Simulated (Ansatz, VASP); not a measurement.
One calculation of Ir, two programs

```
CELL_PARAMETERS angstrom
0.00000 1.91560 1.91560
1.91560 0.00000 1.91560
1.91560 1.91560 0.00000
ATOMIC_POSITIONS crystal
Ir 0.00000 0.00000 0.00000
```

Alike in both runs: task single point; functional PBE; k mesh 12 × 12 × 12; occupations gaussian, width 0.014 eV; no spin polarisation.

|  | VASP | Ansatz |
| --- | --- | --- |
| version | VASP 6.6.1 | Ansatz 0.2.0 |
| potentials or method | VASP PAW PBE potentials, release 64 (Ir), cutoff 520 eV | all-electron LAPW, scalar-relativistic |

VASP gave:

```
gap on the k mesh at the Fermi level (eV) : none
pressure (GPa)                            : 11.8
```

Problem. Which values does Ansatz return?

Solution. gap on the k mesh at the Fermi level (eV): none; pressure (GPa): 11.0.

A gap of «none» marks a metal or a gap that the smearing closes. Ansatz ran all-electron here, and VASP with PAW potentials.

Neither program's run includes spin-orbit coupling.
